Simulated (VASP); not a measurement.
# HgRuPt3 (Pm-3m) in VASP: a series of runs, part 2 of 3

VASP 6.6.1. Earlier steps stand in the parts before.

### 3 Relaxation of cell and atoms, PBE

This run uses another cell than the first one, of 15.86 Å³/atom.

Contents of INCAR:

```
SYSTEM = HgRuPt3
PREC = Accurate
ENCUT = 600
EDIFF = 1E-7
ISMEAR = 0
SIGMA = 0.1
LREAL = .FALSE.
LASPH = .TRUE.
NELM = 60
ALGO = Fast
ISIF = 3
LWAVE = .FALSE.
LCHARG = .FALSE.
GGA = PE
IBRION = 2
NSW = 90
EDIFFG = -0.04
```

Contents of KPOINTS:

```
regular mesh
0
G
  4 4 4
  0 0 0
```

Contents of POSCAR:

```
HgRuPt3
1.0
    4.2964348518      0.0000000000      0.0000000000
    0.0000000000      4.2964348518      0.0000000000
    0.0000000000      0.0000000000      4.2964348518
Hg Ru Pt
1 1 3
Direct
    0.0000000000      0.0000000000      0.0000000000
    0.5000000000      0.5000000000      0.5000000000
    0.0000000000      0.5000000000      0.5000000000
    0.5000000000      0.0000000000      0.5000000000
    0.5000000000      0.5000000000      0.0000000000
```

Potentials or basis: VASP PAW PBE potentials, release 64 (Hg, Ru_pv, Pt).

The run is started by

```console
> cat potpaw_PBE.64/Hg/POTCAR potpaw_PBE.64/Ru_pv/POTCAR potpaw_PBE.64/Pt/POTCAR > POTCAR
> mpirun -np 1 vasp_std > vasp.out
```

OUTCAR:

```text
SYSTEM = HgRuPt3
   PREC = Accurate
   ENCUT = 600
   EDIFF = 1E-7
   ISMEAR = 0
   LREAL = .FALSE.
   LASPH = .TRUE.
   NELM = 60
   ISIF = 3
   GGA = PE
   IBRION = 2
   NSW = 90
   EDIFFG = -0.04

 ion  position               nearest neighbor table
   1  0.000  0.000  0.000-   3 3.04   4 3.04   5 3.04   3 3.04   4 3.04   3 3.04   5 3.04   3 3.04
                             4 3.04   5 3.04   4 3.04   5 3.04
   2  0.500  0.500  0.500-   3 2.15   4 2.15   5 2.15   5 2.15   4 2.15   3 2.15
   3  0.000  0.500  0.500-   2 2.15   2 2.15   4 3.04   5 3.04   1 3.04   5 3.04   1 3.04   4 3.04
                             1 3.04   1 3.04   4 3.04   5 3.04   5 3.04   4 3.04
   4  0.500  0.000  0.500-   2 2.15   2 2.15   3 3.04   5 3.04   1 3.04   5 3.04   1 3.04   3 3.04
                             5 3.04   5 3.04   1 3.04   3 3.04   1 3.04   3 3.04
   5  0.500  0.500  0.000-   2 2.15   2 2.15   3 3.04   4 3.04   1 3.04   3 3.04   4 3.04   1 3.04
                             4 3.04   4 3.04   1 3.04   3 3.04   3 3.04   1 3.04

  LATTYP: Found a simple cubic cell.
 ALAT       =     4.2964348518

  Lattice vectors:

 A1 = (   4.2964348518,   0.0000000000,   0.0000000000)
 A2 = (   0.0000000000,   4.2964348518,   0.0000000000)
 A3 = (   0.0000000000,   0.0000000000,   4.2964348518)

Analysis of symmetry for initial positions (statically):
=====================================================================
[... 151 lines left out ...]
  volume of cell :       79.31
 maximum number of plane-waves:      2680
 NGX is ok and might be reduce to    36
   NGX = 17   NGY = 17   NGZ = 17

--------------------------------------- Ionic step        1  -------------------------------------------

 number of electron      56.0000012 magnetization

 Free energy of the ion-electron system (eV)
  ---------------------------------------------------
  ext. energy  EPLUGINS =         0.00000000
  ---------------------------------------------------
  free energy    TOTEN  =       -15.75677419 eV

  energy without entropy =      -15.72579983  energy(sigma->0) =      -15.74128701

------------------------ aborting loop because EDIFF is reached ----------------------------------------

  FORCE on cell =-STRESS in cart. coord.  units (eV):
  Direction    XX          YY          ZZ          XY          YZ          ZX
  --------------------------------------------------------------------------------------
  -------------------------------------------------------------------------------------
  Total       42.8824886     42.8824886     42.8824886      0.0000000     -0.0000000      0.0000000
  in kB      866.2951253    866.2951253    866.2951253      0.0000000     -0.0000000      0.0000000
  external PRESSURE =     866.2951253 kB  Pullay stress =       0.0000000 kB
[... 955 lines left out ...]
--------------------------------------- Ionic step        7  -------------------------------------------

 number of electron      56.0000013 magnetization

 Free energy of the ion-electron system (eV)
  ---------------------------------------------------
  ext. energy  EPLUGINS =         0.00000000
  ---------------------------------------------------
  free energy    TOTEN  =       -21.84650412 eV

  energy without entropy =      -21.80837640  energy(sigma->0) =      -21.82744026

 E-fermi :   5.0589     XC(G=0): -11.0139

 val. band max:        5.0500942813   @ k =   0.2500   0.2500   0.0000
 cond. band min:       5.0889418962   @ k =   0.2500   0.2500   0.2500
 fundamental gap:      0.0388476149
 Fermi energy:         5.0589046986
[... 390 lines left out ...]
  FREE ENERGIE OF THE ION-ELECTRON SYSTEM (eV)
  ---------------------------------------------------
  free  energy   TOTEN  =       -21.8465041187 eV

  energy  without entropy=      -21.8083764012  energy(sigma->0) =      -21.82744026

 reached required accuracy - stopping structural energy minimisation
```

OSZICAR:

```text
N       E                     dE             d eps       ncg     rms          rms(c)
DAV:   1     0.541256962667E+03    0.54126E+03   -0.34297E+04   676   0.193E+03
DAV:   2     0.316928122034E+01   -0.53809E+03   -0.52363E+03   738   0.468E+02
DAV:   3    -0.164231426279E+02   -0.19592E+02   -0.19259E+02   780   0.899E+01
[... 135 lines left out ...]
RMM:   7    -0.218465012761E+02   -0.22971E-04   -0.97121E-05   675   0.484E-02    0.920E-03
RMM:   8    -0.218465040993E+02   -0.28231E-05   -0.30623E-05   707   0.223E-02    0.553E-03
RMM:   9    -0.218465042373E+02   -0.13807E-06   -0.50204E-06   649   0.100E-02    0.249E-03
RMM:  10    -0.218465041856E+02    0.51778E-07   -0.13821E-06   545   0.397E-03    0.221E-03
RMM:  11    -0.218465041187E+02    0.66900E-07   -0.41411E-07   461   0.364E-03
   7 F= -.21846504E+02 E0= -.21827440E+02  d E =-.608973E+01
```

CONTCAR:

```text
HgRuPt3
   1.00000000000000
     4.8060023101122962   -0.0000000000000000    0.0000000000000000
     0.0000000000000000    4.8060023101122962    0.0000000000000000
     0.0000000000000000   -0.0000000000000000    4.8060023101122962
  Hg              Ru              Pt
     1     1     3
Direct
     0.0000000000000000    0.0000000000000000    0.0000000000000000
     0.5000000000000000    0.5000000000000000    0.5000000000000000
     0.0000000000000000    0.5000000000000000    0.5000000000000000
     0.5000000000000000    0.0000000000000000    0.5000000000000000
     0.5000000000000000    0.5000000000000000    0.0000000000000000

  0.00000000E+00  0.00000000E+00  0.00000000E+00
  0.00000000E+00  0.00000000E+00  0.00000000E+00
  0.00000000E+00  0.00000000E+00  0.00000000E+00
  0.00000000E+00  0.00000000E+00  0.00000000E+00
  0.00000000E+00  0.00000000E+00  0.00000000E+00
```

Wall time 7.8 min (1 thread of AMD EPYC 7R43 (Zen 3), shared host); peak memory 0.2 GiB.

Results:

```
Free energy                           : -21.8465 eV
Relaxed volume                        : 22.20 Å³/atom
Relaxed cell                          : a = 4.806 Å, b = 4.806 Å, c = 4.806 Å, α = 90.00°, β = 90.00°, γ = 90.00°
Space group after relaxing (to 0.1 Å) : Pm-3m (No. 221)
Pressure after relaxing               : 0.0 GPa
Band gap on the k mesh                : zero (bands 28 and 29 overlap by 2.03 eV)
```

Final structure:
```
Hg Ru Pt
1.0
     4.80600    0.00000    0.00000
     0.00000    4.80600    0.00000
     0.00000    0.00000    4.80600
Hg Ru Pt
1 1 3
Direct
  0.00000 0.00000 0.00000
  0.50000 0.50000 0.50000
  0.00000 0.50000 0.50000
  0.50000 0.00000 0.50000
  0.50000 0.50000 0.00000
```

Caveat: the k points lie up to 0.33 Å⁻¹ apart in the final cell, too coarse for converged energies and pressures of a metal; the volume moved by over 15 % at a fixed basis, so the end points are rough; spin-orbit coupling is left out, which moves the levels of the heavy elements.

### 4 Single point, PBE

This run uses another cell than the first one, of 22.30 Å³/atom.

Contents of INCAR:

```
PREC     = Accurate       # precision mode
ENCUT    = 520            # plane-wave cutoff, eV
EDIFF    = 1E-7           # SCF threshold, eV
ISMEAR   = 0              # smearing method
SIGMA    = 0.1            # smearing width, eV
LREAL    = False          # projectors in reciprocal space
LASPH    = True           # aspherical terms in the spheres
NELM     = 80             # most SCF steps
ALGO     = Fast           # electronic algorithm
ISIF     = 2              # what is computed and relaxed
LWAVE    = False          # write WAVECAR
LCHARG   = True           # write CHGCAR
GGA      = PE             # functional
LELF     = True           # ELF
LVHAR    = True         
NBANDS   = 36             # bands
```

Contents of KPOINTS:

```
regular mesh
0
Gamma
  8 8 8
```

Edit POSCAR of step 3 so:

```diff
@@ -2,5 +2,5 @@
 1.0
-    4.2964348518      0.0000000000      0.0000000000
-    0.0000000000      4.2964348518      0.0000000000
-    0.0000000000      0.0000000000      4.2964348518
+    4.8128825000      0.0000000000      0.0000000000
+    0.0000000000      4.8128825000      0.0000000000
+    0.0000000000      0.0000000000      4.8128825000
 Hg Ru Pt
```

The run is started by

```console
> cat potpaw_PBE.64/Hg/POTCAR potpaw_PBE.64/Ru_pv/POTCAR potpaw_PBE.64/Pt/POTCAR > POTCAR
> mpirun -np 1 vasp_std > vasp.out
```

Run time: 3.4 min. Hardware: 1 thread of AMD EPYC 7R43 (Zen 3), shared host; peak memory 0.26 GiB.

It converged, with:

```
Free energy            : -21.7204 eV
Pressure               : 0.0 GPa
Band gap on the k mesh : zero (bands 28 and 29 overlap by 2.02 eV)
```

Levels at points of the mesh, in eV from the Fermi level:
```tsv
k point	band 25	band 26	band 27	band 28	band 29	band 30	band 31	band 32
(0.00, 0.00, 0.00)	0.60	0.60	0.91	0.91	0.91	1.04	1.04	1.04
(0.50, 0.00, 0.00)	-1.30	-0.99	0.27	0.27	0.33	0.90	1.33	3.83
(0.50, 0.50, 0.00)	-1.43	-1.37	-0.69	-0.54	-0.54	-0.43	0.25	0.25
(0.50, 0.50, 0.50)	-1.30	-1.30	-1.11	-1.11	-1.11	0.54	0.73	0.73
```

Caveat: spin-orbit coupling is left out, which moves the levels of the heavy elements.

(Continued in part 3 of 3.)

The gap in the log of VASP goes by the Fermi energy; the results here count the filled bands.